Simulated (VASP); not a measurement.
# Be (Im-3m) in VASP: a series of runs

Be is run at these levels: PBE; tasks: single point.

Everything below comes from runs of VASP 6.6.1. Logs are shortened: lines on timing, memory, paths and dates and some standing lists are left out, and cuts for length are marked.

## 1. The cell of the first run

Symmetry: Im-3m, No. 229, cubic system. Conventional cell: a = 1.888 Å, b = 1.888 Å, c = 1.888 Å, α = 90.00°, β = 90.00°, γ = 90.00°. Be (site symmetry m-3m) has 14 Be at 1.63 to 1.89 Å within 2.2 Å.

This isn't the form of Be at room conditions, which is hcp.

## 2. Single point, PBE

INCAR reads:

```
SYSTEM = Be
PREC = Accurate
ENCUT = 520
EDIFF = 1E-6
ISMEAR = -1
SIGMA = 0.08
LREAL = .False.
LASPH = .True.
NELM = 60
ALGO = Normal
ISIF = 2
LWAVE = .False.
LCHARG = .True.
GGA = PE
LELF = .True.
LVHAR = .True.
NBANDS = 7
```

KPOINTS reads:

```
regular mesh
0
Gamma
  28 28 28
  0 0 0
```

POSCAR reads:

```
Be
1.0
   -0.9439582202      0.9439582202      0.9439582202
    0.9439582202     -0.9439582202      0.9439582202
    0.9439582202      0.9439582202     -0.9439582202
Be
1
Direct
    0.0000000000      0.0000000000      0.0000000000
```

Potentials or basis: VASP PAW PBE potentials, release 64 (Be).

The run is started by

```console
$ cat potpaw_PBE.64/Be/POTCAR > POTCAR
$ mpirun -np 1 vasp_std > vasp.out
```

OUTCAR:

```text
SYSTEM = Be
   PREC = Accurate
   ENCUT = 520
   EDIFF = 1E-6
   ISMEAR = -1
   LREAL = .False.
   LASPH = .True.
   NELM = 60
   ISIF = 2
   GGA = PE

 ion  position               nearest neighbor table
   1  0.000  0.000  0.000-

  LATTYP: Found a body centered cubic cell.
 ALAT       =     1.8879164404

  Lattice vectors:

 A1 = (  -0.9439582202,   0.9439582202,   0.9439582202)
 A2 = (   0.9439582202,  -0.9439582202,   0.9439582202)
 A3 = (   0.9439582202,   0.9439582202,  -0.9439582202)

Analysis of symmetry for initial positions (statically):
=====================================================================
 Subroutine PRICEL returns:
 Original cell was already a primitive cell.

 Routine SETGRP: Setting up the symmetry group for a
 body centered cubic supercell.

 Subroutine GETGRP returns: Found 48 space group operations
 (whereof 48 operations were pure point group operations)
 out of a pool of 48 trial point group operations.

The static configuration has the point symmetry O_h .

Analysis of symmetry for dynamics (positions and initial velocities):
=====================================================================
 Subroutine PRICEL returns:
 Original cell was already a primitive cell.

 Routine SETGRP: Setting up the symmetry group for a
 body centered cubic supercell.

 Subroutine GETGRP returns: Found 48 space group operations
 (whereof 48 operations were pure point group operations)
 out of a pool of 48 trial point group operations.

The dynamic configuration has the point symmetry O_h .

 Subroutine INISYM returns: Found 48 space group operations
 (whereof 48 operations are pure point group operations),
 and found     1 'primitive' translations

----------------------------------------------------------------------------------------

                                     Primitive cell

  volume of cell :       3.3645

  direct lattice vectors                    reciprocal lattice vectors
    -0.943958220  0.943958220  0.943958220     0.000000000  0.529684460  0.529684460
     0.943958220 -0.943958220  0.943958220     0.529684460  0.000000000  0.529684460
     0.943958220  0.943958220 -0.943958220     0.529684460  0.529684460  0.000000000

  length of vectors
     1.634983598  1.634983598  1.634983598     0.749086947  0.749086947  0.749086947

[... 76 lines left out ...]
   ENCUT  =  520.0 eV  38.22 Ry    6.18 a.u.   3.04  3.04  3.04*2*pi/ulx,y,z
   NELM   =     60;   NELMIN=  2; NELMDL= -5     # of ELM steps
   EDIFF  = 0.1E-05   stopping-criterion for ELM
   LREAL  =      F    real-space projection
   EDIFFG = 0.1E-04   stopping-criterion for IOM
   NSW    =      0    number of steps for IOM
   IBRION =     -1    ionic relax: 0-MD 1-quasi-New 2-CG
   NFREE  =      0    steps in history (QN), initial steepest desc. (CG)
   ISIF   =      2    stress and relaxation
   ISYM   =      2    0-nonsym 1-usesym 2-fastsym
   POTIM  = 0.5000    time-step for ionic-motion
   TEBEG  =    0.0;   TEEND  =   0.0 temperature during run
   PSTRESS=    0.0 pullay stress
   NELECT =       2.0000    total number of electrons
   NUPDOWN=      -1.0000    fix difference up-down
   EMIN   =  10.00;   EMAX   =-10.00  energy-range for DOS
   EFERMI =   0.00;   METHOD = LEGACY
   ISMEAR =    -1;   SIGMA  =   0.08  broadening in eV -4-tet -1-fermi 0-gaus
   EFERMI_NEDOS =   21; number of points for ismear=-14 and -15
   IALGO  =     38    algorithm
   IMIX   =      4    mixing-type and parameters
     AMIX     =   0.40;   BMIX     =  1.00
     AMIX_MAG =   1.60;   BMIX_MAG =  1.00
  volume/ion in A,a.u.               =       3.36        22.70
  Fermi-wavevector in a.u.,A,eV,Ry     =   1.376508  2.601223 25.779967  1.894774
  Thomas-Fermi vector in A             =   2.501746
   LORBIT       =      0    0 simple, 1 ext, 2 COOP (PROOUT), +10 PAW based schemes
   GGA     = PE    functional components
   LHFCALC =     F    Hartree Fock is set to
   AEXX    =    0.0000 exact exchange contribution
   IVDW    =     0    specifies the selected vdW correction
   LEPSILON=     F    determine dielectric tensor
   LRPA    =     F    only Hartree local field effects (RPA)
 non-spin polarized calculation
  energy-cutoff  :      520.00
  volume of cell :        3.36
 maximum number of plane-waves:        99
   NGX =  7   NGY =  7   NGZ =  7

 number of electron       2.0000000 magnetization

 Free energy of the ion-electron system (eV)
  ---------------------------------------------------
  ext. energy  EPLUGINS =         0.00000000
  ---------------------------------------------------
  free energy    TOTEN  =        -0.52011799 eV

  energy without entropy =       -0.51829704  energy(sigma->0) =       -0.51920752

 E-fermi :  17.7513     XC(G=0): -13.8041

 val. band max:       17.7136099265   @ k =  -0.4643   0.4643   0.3571
 cond. band min:      17.7798858431   @ k =   0.3214   0.2857  -0.0000
 fundamental gap:      0.0662759166
 Fermi energy:        17.7513218157

 k-point     1 :       0.0000    0.0000    0.0000
  band No.  band energies     occupation
      1       0.8530      2.00000
      2      55.8283      0.00000
      3      55.8283      0.00000
      4      55.8283      0.00000
      5      71.2363      0.00000
      6      71.2363      0.00000
      7      71.2363      0.00000
[... 221 lines left out ...]
 k-point    24 :       0.3214    0.0357    0.0000
  band No.  band energies     occupation
      1       5.1997      2.00000
      2      29.6588      0.00000
      3      43.3683      0.00000
      4      47.3547      0.00000
      5      55.8536      0.00000
      6      66.0552      0.00000
      7      76.4224      0.00000

 [... further k-points ...]

------------------------ aborting loop because EDIFF is reached ----------------------------------------

  FORCE on cell =-STRESS in cart. coord.  units (eV):
  Direction    XX          YY          ZZ          XY          YZ          ZX
  --------------------------------------------------------------------------------------
  -------------------------------------------------------------------------------------
  Total        8.8888935      8.8888935      8.8888935     -0.0000000      0.0000000     -0.0000000
  in kB     4232.9191686   4232.9191686   4232.9191686     -0.0000000      0.0000000     -0.0000000
  external PRESSURE =    4232.9191686 kB  Pullay stress =       0.0000000 kB

 VOLUME and BASIS-vectors are now :
 -----------------------------------------------------------------------------
  energy-cutoff  :      520.00
  volume of cell :        3.36
      direct lattice vectors                 reciprocal lattice vectors
    -0.943958220  0.943958220  0.943958220     0.000000000  0.529684460  0.529684460
     0.943958220 -0.943958220  0.943958220     0.529684460  0.000000000  0.529684460
     0.943958220  0.943958220 -0.943958220     0.529684460  0.529684460  0.000000000

 POSITION                                       TOTAL-FORCE (eV/Angst)
 -----------------------------------------------------------------------------------
      0.00000      0.00000      0.00000        -0.000000      0.000000      0.000000
 -----------------------------------------------------------------------------------
    total drift:                               -0.000000     -0.000000      0.000000

  FREE ENERGIE OF THE ION-ELECTRON SYSTEM (eV)
  ---------------------------------------------------
  free  energy   TOTEN  =        -0.5201179933 eV

  energy  without entropy=       -0.5182970450  energy(sigma->0) =       -0.51920752
```

OSZICAR:

```text
N       E                     dE             d eps       ncg     rms          rms(c)
DAV:   1     0.811001131957E+00    0.81100E+00   -0.15273E+03 10752   0.256E+02
DAV:   2    -0.763817890771E+00   -0.15748E+01   -0.15263E+01 10829   0.313E+01
DAV:   3    -0.764384752189E+00   -0.56686E-03   -0.56684E-03 10479   0.603E-01
DAV:   4    -0.764384798911E+00   -0.46721E-07   -0.46095E-07 11830   0.436E-03
DAV:   5    -0.764384801035E+00   -0.21249E-08   -0.78362E-11 10514   0.295E-05    0.218E+00
DAV:   6    -0.568642530156E+00    0.19574E+00   -0.58608E-02  9044   0.275E+00    0.146E+00
DAV:   7    -0.525502802369E+00    0.43140E-01   -0.38411E-02  9562   0.231E+00    0.356E-01
DAV:   8    -0.520135221507E+00    0.53676E-02   -0.13882E-03  9163   0.438E-01    0.518E-02
DAV:   9    -0.520117348283E+00    0.17873E-04   -0.63495E-06 10892   0.225E-02    0.864E-03
DAV:  10    -0.520118461192E+00   -0.11129E-05   -0.47688E-07  9310   0.608E-03    0.363E-03
DAV:  11    -0.520117993297E+00    0.46789E-06   -0.36796E-08  4753   0.189E-03
   1 F= -.52011799E+00 E0= -.51920752E+00  d E =-.182095E-02
```

stdout:

```text
POSCAR found type information on POSCAR Be
 POSCAR found :  1 types and       1 ions
 scaLAPACK will be used
 LDA part: xc-table for (Slater+PW92), standard interpolation
 POSCAR, INCAR and KPOINTS ok, starting setup
 FFT: planning ... GRIDC
 FFT: planning ... GRID_SOFT
 FFT: planning ... GRID
 WAVECAR not read
 entering main loop
```

Wall time 12 s (1 thread of Intel Xeon 8259CL, shared host); peak memory 0.11 GiB.

Results:

```yaml
Free_energy: -0.5201 eV
Pressure: 423.3 GPa
Band_gap_on_the_k_mesh: zero (bands 1 and 2 overlap by 10.40 eV)
```

Levels at points of the mesh, in eV from the Fermi level:
| k point | band 1 | band 2 | band 3 | band 4 |
| --- | --- | --- | --- | --- |
| (0.00, 0.00, 0.00) | -16.90 | 38.08 | 38.08 | 38.08 |
| (0.50, 0.00, 0.00) | -9.65 | 4.76 | 23.79 | 28.82 |
| (0.50, 0.50, 0.50) | 7.73 | 7.73 | 7.73 | 15.42 |

Caveat: the cell stands under pressure.

## 3. Single point, PBE

INCAR reads:

```
  PREC = Accurate
  ENCUT = 520
  EDIFF = 1E-7
  ISMEAR = -1
  SIGMA = 0.08
  LREAL = F
  LASPH = T
  NELM = 60
  ALGO = Normal
  ISIF = 2
  LWAVE = F
  LCHARG = T
  GGA = PE
  LELF = T
  LVHAR = T
  NBANDS = 7
```

KPOINTS reads:

```
regular mesh
0
Gamma
  28 28 28
```

POSCAR reads:

```
Be
1.0
   -0.9437366597      0.9437366597      0.9437366597
    0.9437366597     -0.9437366597      0.9437366597
    0.9437366597      0.9437366597     -0.9437366597
Be
1
Direct
    0.0000000000      0.0000000000      0.0000000000
```

Potentials or basis: VASP PAW PBE potentials, release 64 (Be).

The run is started by

```console
$ cat potpaw_PBE.64/Be/POTCAR > POTCAR
$ mpirun -np 1 vasp_std > vasp.out
```

OUTCAR:

```text
PREC = Accurate
   ENCUT = 520
   EDIFF = 1E-7
   ISMEAR = -1
   LREAL = F
   LASPH = T
   NELM = 60
   ISIF = 2
   GGA = PE

 ion  position               nearest neighbor table
   1  0.000  0.000  0.000-

  LATTYP: Found a body centered cubic cell.
 ALAT       =     1.8874733194

  Lattice vectors:

 A1 = (  -0.9437366597,   0.9437366597,   0.9437366597)
 A2 = (   0.9437366597,  -0.9437366597,   0.9437366597)
 A3 = (   0.9437366597,   0.9437366597,  -0.9437366597)

[... 416 lines left out ...]
      7      76.4613      0.00000

 [... further k-points ...]

------------------------ aborting loop because EDIFF is reached ----------------------------------------

  FORCE on cell =-STRESS in cart. coord.  units (eV):
  Direction    XX          YY          ZZ          XY          YZ          ZX
  --------------------------------------------------------------------------------------
  -------------------------------------------------------------------------------------
  Total        8.9004051      8.9004051      8.9004051      0.0000000      0.0000000      0.0000000
  in kB     4241.3868574   4241.3868574   4241.3868574      0.0000000      0.0000000      0.0000000
  external PRESSURE =    4241.3868574 kB  Pullay stress =       0.0000000 kB

 VOLUME and BASIS-vectors are now :
 -----------------------------------------------------------------------------
  energy-cutoff  :      520.00
  volume of cell :        3.36
      direct lattice vectors                 reciprocal lattice vectors
    -0.943736660  0.943736660  0.943736660     0.000000000  0.529808814  0.529808814
     0.943736660 -0.943736660  0.943736660     0.529808814  0.000000000  0.529808814
     0.943736660  0.943736660 -0.943736660     0.529808814  0.529808814  0.000000000

 POSITION                                       TOTAL-FORCE (eV/Angst)
 -----------------------------------------------------------------------------------
      0.00000      0.00000      0.00000        -0.000000      0.000000     -0.000000
 -----------------------------------------------------------------------------------
    total drift:                                0.000000     -0.000000     -0.000000

  FREE ENERGIE OF THE ION-ELECTRON SYSTEM (eV)
  ---------------------------------------------------
  free  energy   TOTEN  =        -0.5138540029 eV

  energy  without entropy=       -0.5120339310  energy(sigma->0) =       -0.51294397
```

stdout:

```text
POSCAR found type information on POSCAR Be
 POSCAR found :  1 types and       1 ions
 scaLAPACK will be used
 LDA part: xc-table for (Slater+PW92), standard interpolation
 POSCAR, INCAR and KPOINTS ok, starting setup
 FFT: planning ... GRIDC
 FFT: planning ... GRID_SOFT
 FFT: planning ... GRID
 WAVECAR not read
 entering main loop
```

Run time: 11 s. Hardware: 1 thread of Intel Xeon 8259CL, shared host; peak memory 0.12 GiB.

What came out:

| Item | Value |
| --- | --- |
| Free energy | -0.5139 eV |
| Pressure | 424.1 GPa |
| Band gap on the k mesh | zero (bands 1 and 2 overlap by 10.40 eV) |

Caveat: the cell stands under pressure.
